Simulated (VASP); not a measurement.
# Ru (P6_3/mmc) in VASP: a series of runs

Ru is run at these levels: PBEsol; tasks: single point.

Everything below comes from runs of VASP 6.6.1. Logs are shortened: lines on timing, memory, paths and dates and some standing lists are left out, and cuts for length are marked.

## 1. The cell of the first run

The structure is hexagonal, space group P6_3/mmc (No. 194). The conventional cell has a = 2.501 Å, b = 2.501 Å, c = 4.457 Å, α = 90.00°, β = 90.00°, γ = 120.00°. Within 3.3 Å of Ru (site symmetry -6m2) lie 12 Ru at 2.50 to 2.66 Å.

## 2. Single point, PBEsol

Input file INCAR:

```
SYSTEM = Ru
  PREC = Accurate
  ENCUT = 520
  EDIFF = 1E-6
  ISMEAR = 0
  SIGMA = 0.15
  LREAL = .False.
  LASPH = .True.
  NELM = 60
  ALGO = Normal
  ISIF = 2
  LWAVE = .False.
  LCHARG = .False.
  GGA = PS
  NBANDS = 21
```

Input file KPOINTS:

```
regular mesh
0
Gamma
  18 18 10
  0 0 0
```

Input file POSCAR:

```
Ru
1.0
    2.5014000000      0.0000000000      0.0000000000
   -1.2507000000      2.1662759450      0.0000000000
    0.0000000000      0.0000000000      4.4565000000
Ru
2
Direct
    0.3333333333      0.6666666667      0.2500000000
    0.6666666667      0.3333333333      0.7500000000
```

Potentials or basis: VASP PAW PBE potentials, release 64 (Ru_pv).

Run with:

```sh
> cat potpaw_PBE.64/Ru_pv/POTCAR > POTCAR
> mpirun -np 1 vasp_std > vasp.out
```

OUTCAR:

```text
SYSTEM = Ru
   PREC = Accurate
   ENCUT = 520
   EDIFF = 1E-6
   ISMEAR = 0
   LREAL = .False.
   LASPH = .True.
   NELM = 60
   ISIF = 2
   GGA = PS

 ion  position               nearest neighbor table
   1  0.333  0.667  0.250-   2 2.66   2 2.66   2 2.66   2 2.66   2 2.66   2 2.66
   2  0.667  0.333  0.750-   1 2.66   1 2.66   1 2.66   1 2.66   1 2.66   1 2.66

  LATTYP: Found a hexagonal cell.
 ALAT       =     2.5014000000
 C/A-ratio  =     1.7816023027

  Lattice vectors:

 A1 = (   2.5014000000,   0.0000000000,   0.0000000000)
 A2 = (  -1.2507000000,   2.1662759450,   0.0000000000)
 A3 = (   0.0000000000,   0.0000000000,   4.4565000000)

Analysis of symmetry for initial positions (statically):
=====================================================================
 Subroutine PRICEL returns:
 Original cell was already a primitive cell.

 Routine SETGRP: Setting up the symmetry group for a
 hexagonal supercell.

 Subroutine GETGRP returns: Found 24 space group operations
 (whereof 12 operations were pure point group operations)
 out of a pool of 24 trial point group operations.

The static configuration has the point symmetry D_3d.
 The point group associated with its full space group is D_6h.

Analysis of symmetry for dynamics (positions and initial velocities):
=====================================================================
 Subroutine PRICEL returns:
 Original cell was already a primitive cell.

 Routine SETGRP: Setting up the symmetry group for a
 hexagonal supercell.

 Subroutine GETGRP returns: Found 24 space group operations
 (whereof 12 operations were pure point group operations)
 out of a pool of 24 trial point group operations.

The dynamic configuration has the point symmetry D_3d.
 The point group associated with its full space group is D_6h.

 Subroutine INISYM returns: Found 24 space group operations
 (whereof 12 operations are pure point group operations),
 and found     1 'primitive' translations

----------------------------------------------------------------------------------------

                                     Primitive cell

  volume of cell :      24.1485

  direct lattice vectors                    reciprocal lattice vectors
     2.501400000  0.000000000  0.000000000     0.399776125  0.230810854  0.000000000
    -1.250700000  2.166275945  0.000000000     0.000000000  0.461621707  0.000000000
     0.000000000  0.000000000  4.456500000     0.000000000  0.000000000  0.224391338
[... 76 lines left out ...]
   ISTART =      0    job   : 0-new  1-cont  2-samecut
   ICHARG =      2    charge: 1-file 2-atom 10-const
   ISPIN  =      1    spin polarized calculation?
   LNONCOLLINEAR =      F non collinear calculations
   LSORBIT =      F    spin-orbit coupling
   LASPH  =      T    aspherical Exc in radial PAW
   ENCUT  =  520.0 eV  38.22 Ry    6.18 a.u.   4.65  4.65  8.29*2*pi/ulx,y,z
   NELM   =     60;   NELMIN=  2; NELMDL= -5     # of ELM steps
   EDIFF  = 0.1E-05   stopping-criterion for ELM
   LREAL  =      F    real-space projection
   EDIFFG = 0.1E-04   stopping-criterion for IOM
   NSW    =      0    number of steps for IOM
   IBRION =     -1    ionic relax: 0-MD 1-quasi-New 2-CG
   NFREE  =      0    steps in history (QN), initial steepest desc. (CG)
   ISIF   =      2    stress and relaxation
   ISYM   =      2    0-nonsym 1-usesym 2-fastsym
   POTIM  = 0.5000    time-step for ionic-motion
   TEBEG  =    0.0;   TEEND  =   0.0 temperature during run
   PSTRESS=    0.0 pullay stress
   NELECT =      28.0000    total number of electrons
   NUPDOWN=      -1.0000    fix difference up-down
   EMIN   =  10.00;   EMAX   =-10.00  energy-range for DOS
   EFERMI =   0.00;   METHOD = LEGACY
   ISMEAR =     0;   SIGMA  =   0.15  broadening in eV -4-tet -1-fermi 0-gaus
   EFERMI_NEDOS =   21; number of points for ismear=-14 and -15
   IALGO  =     38    algorithm
   IMIX   =      4    mixing-type and parameters
     AMIX     =   0.40;   BMIX     =  1.00
     AMIX_MAG =   1.60;   BMIX_MAG =  1.00
  volume/ion in A,a.u.               =      12.07        81.48
  Fermi-wavevector in a.u.,A,eV,Ry     =   1.719876  3.250095 40.245690  2.957975
  Thomas-Fermi vector in A             =   2.796421
   LORBIT       =      0    0 simple, 1 ext, 2 COOP (PROOUT), +10 PAW based schemes
   GGA     = PS    functional components
   LHFCALC =     F    Hartree Fock is set to
   AEXX    =    0.0000 exact exchange contribution
   IVDW    =     0    specifies the selected vdW correction
   LEPSILON=     F    determine dielectric tensor
   LRPA    =     F    only Hartree local field effects (RPA)
 non-spin polarized calculation
 Gauss-broadening in eV      SIGMA  =   0.15
  energy-cutoff  :      520.00
  volume of cell :       24.15
 maximum number of plane-waves:       668
 NGX is ok and might be reduce to    20
   NGX =  9   NGY =  9   NGZ = 17

 number of electron      27.9999994 magnetization

 Free energy of the ion-electron system (eV)
  ---------------------------------------------------
  ext. energy  EPLUGINS =         0.00000000
  ---------------------------------------------------
  free energy    TOTEN  =       -19.56515920 eV

  energy without entropy =      -19.55187992  energy(sigma->0) =      -19.55851956

 E-fermi :  15.0042     XC(G=0): -15.0090

 val. band max:       15.0001354011   @ k =   0.4444  -0.0000   0.2000
 cond. band min:      15.0158829687   @ k =   0.3889   0.2222   0.2000
 fundamental gap:      0.0157475676
 Fermi energy:        15.0042281399

 k-point     1 :       0.0000    0.0000    0.0000
  band No.  band energies     occupation
      1     -28.9221      2.00000
      2     -27.6461      2.00000
      3     -27.5320      2.00000
      4     -27.5320      2.00000
      5     -27.4061      2.00000
      6     -27.4061      2.00000
[... 565 lines left out ...]
     20      25.1926      0.00000
     21      27.1022      0.00000

 [... further k-points ...]
[... 5 lines left out ...]
  --------------------------------------------------------------------------------------
  -------------------------------------------------------------------------------------
  Total       11.4450756     11.4450756     -0.9430334     -0.0000000      0.0000000     -0.0000000
  in kB      759.3437349    759.3437349    -62.5672143     -0.0000000      0.0000000     -0.0000000
  external PRESSURE =     485.3734185 kB  Pullay stress =       0.0000000 kB

 VOLUME and BASIS-vectors are now :
 -----------------------------------------------------------------------------
  energy-cutoff  :      520.00
  volume of cell :       24.15
      direct lattice vectors                 reciprocal lattice vectors
     2.501400000  0.000000000  0.000000000     0.399776125  0.230810854  0.000000000
    -1.250700000  2.166275945  0.000000000     0.000000000  0.461621707  0.000000000
     0.000000000  0.000000000  4.456500000     0.000000000  0.000000000  0.224391338

 POSITION                                       TOTAL-FORCE (eV/Angst)
 -----------------------------------------------------------------------------------
     -0.00000      1.44418      1.11413        -0.000000      0.000000      0.000000
      1.25070      0.72209      3.34238         0.000000     -0.000000      0.000000
 -----------------------------------------------------------------------------------
    total drift:                               -0.000000      0.000000     -0.000000

  FREE ENERGIE OF THE ION-ELECTRON SYSTEM (eV)
  ---------------------------------------------------
  free  energy   TOTEN  =       -19.5651592043 eV

  energy  without entropy=      -19.5518799236  energy(sigma->0) =      -19.55851956
```

It took 83 s on 1 thread of AMD EPYC 7R43 (Zen 3), shared host; peak memory 0.17 GiB.

Results:

```yaml
Free_energy: -19.5652 eV
Pressure: 48.5 GPa
Band_gap_on_the_k_mesh: zero (band 14 reaches 16.77 eV, above the bottom of band 15 at 13.45 eV)
```

Levels at points of the mesh, in eV from the Fermi level:
```csv
k point,band 10,band 11,band 12,band 13,band 14,band 15,band 16,band 17,band 18,band 19
"(0.00, 0.00, 0.00)",-3.05,-3.05,-2.52,-2.52,-0.61,-0.61,-0.01,1.49,1.49,9.99
"(0.50, 0.00, 0.00)",-3.35,-2.62,-2.37,-1.57,1.76,2.62,2.88,4.99,7.29,10.18
"(0.00, 0.00, 0.50)",-3.91,-3.01,-3.01,-3.01,-3.01,0.74,0.74,0.74,0.74,10.19
"(0.50, 0.00, 0.50)",-5.91,-0.80,-0.80,0.50,0.50,2.76,2.76,3.93,3.93,10.18
```

Caveat: the PAW data sets were made with another functional, which shifts forces and pressure a little.

## 3. Single point, PBEsol

This run uses another cell than the first one, of 12.04 Å³/atom, 0.997 times its volume.

Input file INCAR:

```
ALGO = Fast ; EDIFF = 1E-7
ENCUT = 520 ; GGA = PS
ISIF = 2 ; ISMEAR = 0
LASPH = True ; LCHARG = False
LREAL = False ; LWAVE = False
NBANDS = 21 ; NELM = 100
PREC = Accurate ; SIGMA = 0.15
```

Input file KPOINTS:

```
k-points
0
Gamma
  18 18 10
```

Input file POSCAR:

```
Ru
1.0
    2.6896847531      0.0000000000      0.0000000000
   -1.3448423765      2.3293353243      0.0000000000
    0.0000000000      0.0000000000      3.8442000000
Ru
2
Direct
    0.3333333333      0.6666666667      0.2500000000
    0.6666666667      0.3333333333      0.7500000000
```

Potentials or basis: VASP PAW PBE potentials, release 64 (Ru_pv).

Run with:

```sh
> cat potpaw_PBE.64/Ru_pv/POTCAR > POTCAR
> mpirun -np 1 vasp_std > vasp.out
```

OUTCAR:

```text
EDIFF = 1E-7
   ENCUT = 520
   GGA = PS
   ISIF = 2
   ISMEAR = 0
   LASPH = True
   LREAL = False
   NELM = 100
   PREC = Accurate

 ion  position               nearest neighbor table
   1  0.333  0.667  0.250-   2 2.47   2 2.47   2 2.47   2 2.47   2 2.47   2 2.47
   2  0.667  0.333  0.750-   1 2.47   1 2.47   1 2.47   1 2.47   1 2.47   1 2.47

  LATTYP: Found a hexagonal cell.
 ALAT       =     2.6896847531
 C/A-ratio  =     1.4292381275

  Lattice vectors:

 A1 = (   2.6896847531,   0.0000000000,   0.0000000000)
 A2 = (  -1.3448423765,   2.3293353243,   0.0000000000)
 A3 = (   0.0000000000,   0.0000000000,   3.8442000000)

Analysis of symmetry for initial positions (statically):
=====================================================================
 Subroutine PRICEL returns:
 Original cell was already a primitive cell.

 Routine SETGRP: Setting up the symmetry group for a
 hexagonal supercell.

 Subroutine GETGRP returns: Found 24 space group operations
 (whereof 12 operations were pure point group operations)
 out of a pool of 24 trial point group operations.
[... 155 lines left out ...]
   NGX =  9   NGY =  9   NGZ = 15

 number of electron      28.0000008 magnetization

 Free energy of the ion-electron system (eV)
  ---------------------------------------------------
  ext. energy  EPLUGINS =         0.00000000
  ---------------------------------------------------
  free energy    TOTEN  =       -19.66975007 eV

  energy without entropy =      -19.65179254  energy(sigma->0) =      -19.66077130

 E-fermi :  15.0948     XC(G=0): -15.0197

 val. band max:       15.0775006390   @ k =   0.2222   0.2222   0.2000
 cond. band min:      15.0953260159   @ k =   0.2222   0.0556   0.0000
 fundamental gap:      0.0178253769
 Fermi energy:        15.0948353986

 k-point     1 :       0.0000    0.0000    0.0000
  band No.  band energies     occupation
      1     -29.2979      2.00000
      2     -27.9146      2.00000
      3     -27.9146      2.00000
      4     -27.5139      2.00000
      5     -27.5139      2.00000
      6     -27.2923      2.00000
[... 565 lines left out ...]
     20      26.8978      0.00000
     21      27.6144      0.00000

 [... further k-points ...]
[... 5 lines left out ...]
  --------------------------------------------------------------------------------------
  -------------------------------------------------------------------------------------
  Total        4.4970880      4.4970880     14.3150081      0.0000000      0.0000000      0.0000000
  in kB      299.1593624    299.1593624    952.2759432      0.0000000      0.0000000      0.0000000
  external PRESSURE =     516.8648894 kB  Pullay stress =       0.0000000 kB

 VOLUME and BASIS-vectors are now :
 -----------------------------------------------------------------------------
  energy-cutoff  :      520.00
  volume of cell :       24.08
      direct lattice vectors                 reciprocal lattice vectors
     2.689684753  0.000000000  0.000000000     0.371790783  0.214653509  0.000000000
    -1.344842376  2.329335324  0.000000000     0.000000000  0.429307017  0.000000000
     0.000000000  0.000000000  3.844200000     0.000000000  0.000000000  0.260132147

 POSITION                                       TOTAL-FORCE (eV/Angst)
 -----------------------------------------------------------------------------------
     -0.00000      1.55289      0.96105         0.000000      0.000000      0.000000
      1.34484      0.77645      2.88315        -0.000000      0.000000      0.000000
 -----------------------------------------------------------------------------------
    total drift:                               -0.000000      0.000000     -0.000000

  FREE ENERGIE OF THE ION-ELECTRON SYSTEM (eV)
  ---------------------------------------------------
  free  energy   TOTEN  =       -19.6697500689 eV

  energy  without entropy=      -19.6517925389  energy(sigma->0) =      -19.66077130
```

stdout:

```text
POSCAR found type information on POSCAR Ru
 POSCAR found :  1 types and       2 ions
 scaLAPACK will be used
 -----------------------------------------------------------------------------
|                                                                             |
|                                                                             |
|     You enforced a specific xc type in the INCAR file but a different       |
|     I HOPE YOU KNOW WHAT YOU ARE DOING!                                     |
|                                                                             |
 -----------------------------------------------------------------------------

 LDA part: xc-table for (Slater+PW92), standard interpolation
 POSCAR, INCAR and KPOINTS ok, starting setup
 FFT: planning ... GRIDC
 FFT: planning ... GRID_SOFT
 FFT: planning ... GRID
 WAVECAR not read
 entering main loop
WARNING in EDDRMM: call to ZHEGV failed, returncode =   8  4     20
WARNING in EDDRMM: call to ZHEGV failed, returncode =   6  3     20
```

Run time: 1.7 min. Hardware: 1 thread of AMD EPYC 7R43 (Zen 3), shared host; peak memory 0.16 GiB.

What came out:

| Quantity | Value |
| --- | --- |
| Free energy | -19.6698 eV |
| Pressure | 51.7 GPa |
| Band gap on the k mesh | zero (band 14 reaches 16.67 eV, above the bottom of band 15 at 13.15 eV) |

Levels at points of the mesh, in eV from the Fermi level:
```csv
k point,band 11,band 12,band 13,band 14,band 15,band 16,band 17,band 18
"(0.00, 0.00, 0.00)",-2.64,-2.64,-2.23,-2.23,-1.85,1.33,1.33,2.78
"(0.50, 0.00, 0.00)",-2.46,-1.73,-1.17,0.93,1.77,2.83,4.37,6.57
"(0.00, 0.00, 0.50)",-3.91,-3.91,-2.49,-2.49,0.83,0.83,0.83,0.83
"(0.50, 0.00, 0.50)",-1.79,-1.79,0.39,0.39,1.49,1.49,3.63,3.63
```

Caveat: the PAW data sets were made with another functional, which shifts forces and pressure a little.

## 4. Single point, PBEsol

This run uses another cell than the first one, of 12.23 Å³/atom, 1.013 times its volume.

Input file INCAR:

```
SYSTEM = Ru
PREC = Accurate
ENCUT = 520
EDIFF = 1E-6
ISMEAR = 0
SIGMA = 0.15
LREAL = .FALSE.
LASPH = .TRUE.
NELM = 100
ALGO = Fast
ISIF = 2
LWAVE = .FALSE.
LCHARG = .FALSE.
GGA = PS
NBANDS = 21
```

Input file KPOINTS:

```
regular mesh
0
G
  18 18 10
  0 0 0
```

Input file POSCAR:

```
Ru
1.0
    2.5767000000      0.0000000000      0.0000000000
   -1.2883500000      2.2314876579      0.0000000000
    0.0000000000      0.0000000000      4.2523798375
Ru
2
Direct
    0.3333333333      0.6666666667      0.2500000000
    0.6666666667      0.3333333333      0.7500000000
```

Run with:

```sh
> cat potpaw_PBE.64/Ru_pv/POTCAR > POTCAR
> mpirun -np 1 vasp_std > vasp.out
```

Run time: 87 s. Hardware: 1 thread of AMD EPYC 7R43 (Zen 3), shared host; peak memory 0.17 GiB.

It converged, with:

```
Free energy            : -20.0661 eV
Pressure               : 36.8 GPa
Band gap on the k mesh : zero (band 14 reaches 16.74 eV, above the bottom of band 15 at 13.08 eV)
```

Stress tensor (GPa, compression positive):
```
45.60  0.00  0.00
 0.00 45.60  0.00
 0.00  0.00 19.12
```

Levels at points of the mesh, in eV from the Fermi level:
```tsv
k point	band 10	band 11	band 12	band 13	band 14	band 15	band 16	band 17	band 18	band 19
(0.00, 0.00, 0.00)	-3.02	-3.02	-2.31	-2.31	-1.25	-1.25	0.87	1.41	1.41	10.16
(0.50, 0.00, 0.00)	-3.19	-2.70	-1.98	-1.83	2.03	2.10	2.42	4.79	7.04	10.18
(0.00, 0.00, 0.50)	-3.35	-3.10	-3.10	-3.10	-3.10	0.66	0.66	0.66	0.66	10.18
(0.50, 0.00, 0.50)	-5.48	-1.07	-1.07	0.53	0.53	2.26	2.26	3.86	3.86	10.17
```

Caveat: the PAW data sets were made with another functional, which shifts forces and pressure a little.

(Part 1 of 2 ends here.)
